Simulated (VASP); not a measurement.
Crystal: InP.

```xyz
2
Lattice="0.0000 2.9305 2.9305 2.9305 0.0000 2.9305 2.9305 2.9305 0.0000" Properties=species:S:1:pos:R:3 pbc="T T T"
In    0.0000    0.0000    0.0000
P     1.4652    1.4652    1.4652
```

Base run:

```yaml
Program: VASP 6.6.1
Functional: PBE exchange alone
Potentials_or_basis: VASP PAW PBE potentials, release 64 (In_d, P)
Cutoff: 500 eV
k_mesh: 8 × 8 × 8
Occupations: gaussian, width 0.01 eV
Spin: no spin polarisation
```

Its results: band gap on the k mesh 0.69 eV; pressure 12.3 GPa.

Task: The run is repeated on the same cell with these changes: functional from PBE exchange alone to RPBE; occupations from gaussian, width 0.01 eV to fermi-dirac, width 0.05 eV. What comes out?

Result: Band gap on the k mesh 0.84 eV; pressure 5.1 GPa.

Caveats: the cell stands under pressure; spin-orbit coupling is left out, which moves the levels of the heavy elements; the PAW data sets were made with another functional, which shifts forces and pressure a little (at least some runs).

